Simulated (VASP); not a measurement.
A run of VASP 6.6.1 is set up as follows.

The input POSCAR:

```
BN
1.0
    2.4316774984      0.0000000000      0.0000000000
   -1.2158387492      2.1058944874      0.0000000000
    0.0000000000      0.0000000000      4.0246834652
B N
2 2
Direct
    0.6666666667      0.3333333333      0.0005275082
    0.3333333333      0.6666666667      0.5005275082
    0.6666666667      0.3333333333      0.3744724918
    0.3333333333      0.6666666667      0.8744724918
```

INCAR.step1

```
SYSTEM = BN
  PREC = Accurate
  ENCUT = 600
  ISMEAR = 0
  SIGMA = 0.05
  LREAL = .FALSE.
  LASPH = .TRUE.
  NELM = 100
  GGA = PE
  ALGO = Normal
  EDIFF = 1E-4
  LWAVE = .TRUE.
  LCHARG = .FALSE.
```

File INCAR.step2:

```
SYSTEM = BN
  PREC = Accurate
  ENCUT = 600
  EDIFF = 1E-6
  ISMEAR = 0
  SIGMA = 0.05
  LREAL = .FALSE.
  LASPH = .TRUE.
  NELM = 100
  ALGO = Normal
  ISIF = 4
  LWAVE = .FALSE.
  LCHARG = .FALSE.
  METAGGA = R2SCAN
  LMIXTAU = .TRUE.
  IVDW = 12
  IBRION = 2
  NSW = 60
  EDIFFG = -0.01
  VDW_S6 = 1.0
  VDW_S8 = 0.78981345
  VDW_A1 = 0.49484001
  VDW_A2 = 5.73083694
  ISTART = 1
```

File KPOINTS:

```
regular mesh
0
G
  10 10 6
  0 0 0
```

Potentials or basis: VASP PAW PBE potentials, release 64 (B, N).

Command:

```bash
$ cat potpaw_PBE.64/B/POTCAR potpaw_PBE.64/N/POTCAR > POTCAR
$ cp INCAR.step1 INCAR
$ mpirun -np 1 vasp_std > vasp.out
$ cp INCAR.step2 INCAR
$ mpirun -np 1 vasp_std > vasp.out
```

(1) Estimate the dispersion energy per atom.

(2) Estimate the band gap on the k mesh.

## Answers

(1) -0.113 eV.

(2) 5.64 eV, indirect (least direct gap 9.61 eV).
